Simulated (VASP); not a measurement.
Wanted: the native input for a VASP 6.6.1 run.

| Item | Value |
| --- | --- |
| Task | single point |
| Functional | PBEsol |
| Potentials or basis | VASP PAW PBE potentials, release 64 (Pd, Ga_d, N) |
| Cutoff | 520 eV |
| k mesh | 3 × 3 × 3 |
| Occupations | gaussian, width 0.05 eV |
| Spin | collinear spin |
| Starting moments | [3.0, 0.0, 0.0, 0.0, 0.0, 0.0, 0.0, 0.0, 0.0, 0.0, 0.0, 0.0, 0.0, 0.0, 0.0, 0.0] μB |
| Hubbard terms | Pd d U = 2.0 eV |
| Dipole correction | no |
| Further INCAR settings | LREAL = Auto; ALGO = Normal; EDIFF = 1e-06; NBANDS = 88 |

The structure of Ga7PdN8 lies in POSCAR:

```
Ga7PdN8
1.0
    6.3800000000      0.0000000000      0.0000000000
   -3.1900000000      5.5252421000      0.0000000000
    0.0000000000      0.0000000000      5.1890000000
Pd Ga N
1 7 8
Direct
    0.3333333333      0.1666666667      0.9970661367
    0.3367868153      0.6683934076      0.0013916944
    0.8316065924      0.1632131847      0.0013916944
    0.8316065924      0.6683934076      0.0013916944
    0.1645381660      0.3354618340      0.4974567470
    0.1645381660      0.8290763319      0.4974567470
    0.6709236681      0.3354618340      0.4974567470
    0.6666666667      0.8333333333      0.4986304684
    0.3333333333      0.1666666667      0.4037776122
    0.3349280613      0.6674640307      0.3738691721
    0.8325359693      0.1650719387      0.3738691721
    0.8325359693      0.6674640307      0.3738691721
    0.1551430545      0.3448569455      0.8695298536
    0.1551430545      0.8102861089      0.8695298536
    0.6897138911      0.3448569455      0.8695298536
    0.6666666667      0.8333333333      0.8737833818
```

The input as run:

INCAR

```
SYSTEM = Ga7PdN8
  ALGO = Normal
  EDIFF = 1E-6
  ENCUT = 520
  GGA = PS
  ISIF = 2
  ISMEAR = 0
  ISPIN = 2
  LASPH = .TRUE.
  LCHARG = .FALSE.
  LDAU = .TRUE.
  LDAUJ = 0 0 0
  LDAUL = 2 -1 -1
  LDAUPRINT = 1
  LDAUTYPE = 2
  LDAUU = 2 0 0
  LMAXMIX = 4
  LORBIT = 11
  LREAL = Auto
  LWAVE = .FALSE.
  MAGMOM = 3 0 0 0 0 0 0 0 0 0 0 0 0 0 0 0
  NBANDS = 88
  NELM = 150
  PREC = Accurate
  SIGMA = 0.05
```

KPOINTS

```
k-points
0
G
  3 3 3
  0 0 0
```

Potentials or basis: VASP PAW PBE potentials, release 64 (Pd, Ga_d, N).

Run with:

```bash
$ cat potpaw_PBE.64/Pd/POTCAR potpaw_PBE.64/Ga_d/POTCAR potpaw_PBE.64/N/POTCAR > POTCAR
$ mpirun -np 1 vasp_std > vasp.out
```

It gave:

| Property | Result |
| --- | --- |
| Pressure | 2.9 GPa |
| Largest force | 0.240 eV/Å |
| Net moment | 0.93 μB per cell |
| Site moments | Pd +0.46; Ga +0.00, +0.01 (each value once); N +0.17, +0.01, +0.04, +0.00 (each value once) μB |
| Valence electrons inside the program's atomic spheres | Pd 9.66; Ga 11.93, 11.90, 11.88 (each value once); N 3.69, 3.73 (each value once) |

Caveat: the k points lie up to 0.40 Å⁻¹ apart; a moment this small can come from the mesh or the smearing; the PAW data sets were made with another functional, which shifts forces and pressure a little.

Wall time 5.6 min on 1 thread of Intel(R) Xeon(R) Platinum 8488C (Sapphire Rapids), on a shared host, peak memory 0.45 GiB.
